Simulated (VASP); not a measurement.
# Ti3Br (Pm-3m) in VASP: notebook, part 2 of 2

VASP 6.6.1. Earlier steps stand in the parts before.

### Step 3. Single point, PBE, collinear spin

This run uses another cell than the first one, of 21.06 Å³/atom.

INCAR reads:

```
PREC = Accurate ; ENCUT = 520
EDIFF = 1E-6 ; ISMEAR = 0
SIGMA = 0.1 ; LREAL = F
LASPH = T ; NELM = 150
ALGO = Normal ; ISIF = 2
LWAVE = F ; LCHARG = F
ISPIN = 2 ; MAGMOM = 1 1 1 0
LORBIT = 11 ; LMAXMIX = 4
GGA = PE ; NBANDS = 34
```

KPOINTS reads:

```
regular mesh
0
Gamma
  4 4 4
```

POSCAR reads:

```
Ti3Br
1.0
    4.3836423900      0.0000000000      0.0000000000
    0.0000000000      4.3836423900      0.0000000000
    0.0000000000      0.0000000000      4.3836423900
Ti Br
3 1
Direct
    0.5000000000      0.0000000000      0.0000000000
    0.0000000000      0.5000000000      0.0000000000
    0.0000000000      0.0000000000      0.5000000000
    0.5000000000      0.5000000000      0.5000000000
```

Potentials or basis: VASP PAW PBE potentials, release 64 (Ti_sv, Br).

Command:

```console
$ cat potpaw_PBE.64/Ti_sv/POTCAR potpaw_PBE.64/Br/POTCAR > POTCAR
$ mpirun -np 1 vasp_std > vasp.out
```

It took 78 s on 1 thread of Intel Xeon Platinum 8375C at 2.90GHz (Ice Lake), shared host; peak memory 0.25 GiB.

It converged, with:

- Free energy: -23.2850 eV
- Pressure: -10.2 GPa
- Net moment: 1.37 μB per cell
- Site moments: Ti +0.31; Br +0.02 μB
- Valence electrons inside the program's atomic spheres: Ti 10.12; Br 4.76

Levels at points of the mesh, in eV from the Fermi level:
Spin up:
| k point | band 18 | band 19 | band 20 | band 21 | band 22 | band 23 | band 24 | band 25 | band 26 | band 27 |
| --- | --- | --- | --- | --- | --- | --- | --- | --- | --- | --- |
| (0.00, 0.00, 0.00) | -2.03 | -2.03 | -1.19 | -1.19 | -1.19 | -1.03 | 0.98 | 0.98 | 0.98 | 2.05 |
| (0.50, 0.00, 0.00) | -1.26 | -0.97 | -0.72 | -0.23 | -0.04 | -0.04 | 0.35 | 0.61 | 0.61 | 1.11 |
| (0.50, 0.50, 0.00) | -0.62 | -0.62 | -0.59 | 0.10 | 0.10 | 0.50 | 0.69 | 0.69 | 0.71 | 0.73 |
| (0.50, 0.50, 0.50) | -2.17 | -2.17 | -0.24 | 0.11 | 0.11 | 0.11 | 0.13 | 1.06 | 1.06 | 1.06 |
Spin down:
```tsv
k point	band 18	band 19	band 20	band 21	band 22	band 23
(0.00, 0.00, 0.00)	-1.57	-1.57	-0.96	-0.96	-0.96	-0.76
(0.50, 0.00, 0.00)	-0.92	-0.50	-0.48	0.19	0.19	0.26
(0.50, 0.50, 0.00)	-0.36	-0.33	-0.33	0.35	0.35	0.75
(0.50, 0.50, 0.50)	-1.93	-1.93	-0.01	0.23	0.53	0.53
```

Caveat: the cell stands under tension.

### Step 4. Single point, PBE

This run uses another cell than the first one, of 17.04 Å³/atom.

INCAR reads:

```
SYSTEM = Ti3Br
  ALGO = Normal
  EDIFF = 1E-6
  ENCUT = 520
  GGA = PE
  ISIF = 2
  ISMEAR = 0
  LASPH = .True.
  LCHARG = .False.
  LREAL = .False.
  LWAVE = .False.
  NBANDS = 30
  NELM = 80
  PREC = Accurate
  SIGMA = 0.1
```

KPOINTS reads:

```
k-points
0
Gamma
  12 12 12
  0 0 0
```

POSCAR reads:

```
Ti3Br
1.0
    4.0849020895      0.0000000000      0.0000000000
    0.0000000000      4.0849020895      0.0000000000
    0.0000000000      0.0000000000      4.0849020895
Ti Br
3 1
Direct
    0.5000000000      0.0000000000      0.0000000000
    0.0000000000      0.5000000000      0.0000000000
    0.0000000000      0.0000000000      0.5000000000
    0.5000000000      0.5000000000      0.5000000000
```

Potentials or basis: VASP PAW PBE potentials, release 64 (Ti_sv, Br).

Command:

```console
$ cat potpaw_PBE.64/Ti_sv/POTCAR potpaw_PBE.64/Br/POTCAR > POTCAR
$ mpirun -np 1 vasp_std > vasp.out
```

OUTCAR:

```text
SYSTEM = Ti3Br
   EDIFF = 1E-6
   ENCUT = 520
   GGA = PE
   ISIF = 2
   ISMEAR = 0
   LASPH = .True.
   LREAL = .False.
   NELM = 80
   PREC = Accurate

 ion  position               nearest neighbor table
   1  0.500  0.000  0.000-   2 2.89   3 2.89   3 2.89   2 2.89   2 2.89   3 2.89   3 2.89   2 2.89

   2  0.000  0.500  0.000-   1 2.89   3 2.89   3 2.89   1 2.89   3 2.89   3 2.89   1 2.89   1 2.89

[... 994 lines left out ...]
  FORCE on cell =-STRESS in cart. coord.  units (eV):
  Direction    XX          YY          ZZ          XY          YZ          ZX
  --------------------------------------------------------------------------------------
  -------------------------------------------------------------------------------------
  Total       -0.0242147     -0.0242147     -0.0242147      0.0000000     -0.0000000     -0.0000000
  in kB       -0.5691734     -0.5691734     -0.5691734      0.0000000     -0.0000000     -0.0000000
  external PRESSURE =      -0.5691734 kB  Pullay stress =       0.0000000 kB

 VOLUME and BASIS-vectors are now :
 -----------------------------------------------------------------------------
  energy-cutoff  :      520.00
  volume of cell :       68.16
      direct lattice vectors                 reciprocal lattice vectors
     4.084902089  0.000000000  0.000000000     0.244803909  0.000000000  0.000000000
     0.000000000  4.084902089  0.000000000     0.000000000  0.244803909  0.000000000
     0.000000000  0.000000000  4.084902089     0.000000000  0.000000000  0.244803909

 POSITION                                       TOTAL-FORCE (eV/Angst)
 -----------------------------------------------------------------------------------
      2.04245      0.00000      0.00000         0.000000      0.000000      0.000000
      0.00000      2.04245      0.00000         0.000000      0.000000      0.000000
      0.00000      0.00000      2.04245         0.000000      0.000000      0.000000
      2.04245      2.04245      2.04245         0.000000      0.000000      0.000000
 -----------------------------------------------------------------------------------
    total drift:                                0.000000     -0.000000      0.000000

  FREE ENERGIE OF THE ION-ELECTRON SYSTEM (eV)
  ---------------------------------------------------
  free  energy   TOTEN  =       -23.9244872500 eV

  energy  without entropy=      -23.8934473827  energy(sigma->0) =      -23.90896732
```

OSZICAR:

```text
N       E                     dE             d eps       ncg     rms          rms(c)
DAV:   1     0.550205296985E+03    0.55021E+03   -0.21570E+04  5040   0.170E+03
DAV:   2     0.422163186771E+02   -0.50799E+03   -0.49495E+03  5100   0.515E+02
DAV:   3    -0.197421321177E+02   -0.61958E+02   -0.60042E+02  8334   0.156E+02
DAV:   4    -0.258724057494E+02   -0.61303E+01   -0.59989E+01  7644   0.445E+01
DAV:   5    -0.261872654640E+02   -0.31486E+00   -0.31423E+00  7248   0.860E+00    0.198E+01
DAV:   6    -0.240591597412E+02    0.21281E+01   -0.74609E+00  6612   0.221E+01    0.566E+00
DAV:   7    -0.238980953293E+02    0.16106E+00   -0.11094E+00  7120   0.524E+00    0.536E+00
DAV:   8    -0.239138426469E+02   -0.15747E-01   -0.85524E-02  7294   0.167E+00    0.378E+00
DAV:   9    -0.239255860801E+02   -0.11743E-01   -0.50017E-02  6030   0.159E+00    0.759E-01
DAV:  10    -0.239245804345E+02    0.10056E-02   -0.67857E-03  7546   0.449E-01    0.337E-01
DAV:  11    -0.239245358442E+02    0.44590E-04   -0.26661E-04  7130   0.871E-02    0.227E-01
DAV:  12    -0.239244889370E+02    0.46907E-04   -0.44887E-04  6602   0.122E-01    0.772E-02
DAV:  13    -0.239244845009E+02    0.44360E-05   -0.33340E-05  7428   0.352E-02    0.205E-02
DAV:  14    -0.239244874135E+02   -0.29125E-05   -0.53071E-06  6174   0.159E-02    0.131E-02
DAV:  15    -0.239244872500E+02    0.16341E-06   -0.67229E-07  3962   0.640E-03
   1 F= -.23924487E+02 E0= -.23908967E+02  d E =-.310399E-01
```

stdout:

```text
POSCAR found type information on POSCAR TiBr
 POSCAR found :  2 types and       4 ions
 scaLAPACK will be used
 LDA part: xc-table for (Slater+PW92), standard interpolation
 POSCAR, INCAR and KPOINTS ok, starting setup
 FFT: planning ... GRIDC
 FFT: planning ... GRID_SOFT
 FFT: planning ... GRID
 WAVECAR not read
 entering main loop
```

Run time: 2.5 min. Hardware: 1 thread of Intel Xeon Platinum 8375C at 2.90GHz (Ice Lake), shared host; peak memory 0.27 GiB.

Results:

* Free energy: -23.9245 eV
* Pressure: -0.1 GPa
* Band gap on the k mesh: zero (an odd number of electrons rules out a gap without spin polarisation)

Caveat: an odd number of electrons without spin polarisation forces a metal; a magnetic or distorted state may lie lower.

### Step 5. Summary

```tsv
spin	cell	k mesh	gap on the mesh (eV)	pressure (GPa)	moment (μB)
collinear	a = 4.091 Å, 4 atoms	4 × 4 × 4	none	-0.3	0.00
collinear	a = 4.384 Å, 4 atoms	4 × 4 × 4	none	-10.2	1.37
off	a = 4.085 Å, 4 atoms	12 × 12 × 12	none	-0.1	-
```

Alike in all rows: task single point; level PBE; potentials or basis VASP PAW PBE potentials, release 64 (Ti_sv, Br); cutoff (eV) 520; smearing gaussian 0.1 eV.

Caveats: some runs use coarse meshes; the cell stands under tension (at least some runs); an odd number of electrons without spin polarisation forces a metal (at least some runs); a magnetic or distorted state may lie lower (at least some runs).

Absolute energies hang on the potentials; compare differences alone.
